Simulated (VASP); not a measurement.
Here is a VASP 6.6.1 calculation.

Contents of INCAR:

```
SYSTEM = Al
ALGO = Fast
EDIFF = 1E-7
EDIFFG = -0.01
ENCUT = 600
GGA = PS
IBRION = 2
ISIF = 4
ISMEAR = 0
IVDW = 12
LASPH = .TRUE.
LCHARG = .FALSE.
LREAL = .FALSE.
LWAVE = .FALSE.
NELM = 100
NSW = 50
PREC = Accurate
SIGMA = 0.1
```

File KPOINTS:

```
k-points
0
G
  18 18 6
  0 0 0
```

The input POSCAR:

```
Al
1.0
    2.8560561075      0.0000000000      0.0000000000
   -1.4280280538      2.4734171437      0.0000000000
    0.0000000000      0.0000000000      9.3731255217
Al
4
Direct
    0.0000000000      0.0000000000      0.0000000000
    0.3333333333      0.6666666667      0.2500000000
    0.0000000000      0.0000000000      0.5000000000
    0.6666666667      0.3333333333      0.7500000000
```

Potentials or basis: VASP PAW PBE potentials, release 64 (Al).

Launch:

```sh
$ cat potpaw_PBE.64/Al/POTCAR > POTCAR
$ mpirun -np 1 vasp_std > vasp.out
```

Q: Estimate the dispersion energy per atom.

A: -0.316 eV.

Q: Predict the band gap on the k mesh.

A: Zero (band 6 reaches 11.76 eV, above the bottom of band 7 at 6.37 eV).

Final structure:
```yaml
crystal:
  lattice:
    - [2.85520, 0.00000, 0.00000]
    - [-1.42760, 2.47268, 0.00000]
    - [0.00000, 0.00000, 9.37873]
  atoms:
    - { symbol: Al, position: [0.00000, 0.00000, 0.00000] }
    - { symbol: Al, position: [0.33333, 0.66667, 0.25000] }
    - { symbol: Al, position: [0.00000, 0.00000, 0.50000] }
    - { symbol: Al, position: [0.66667, 0.33333, 0.75000] }
```
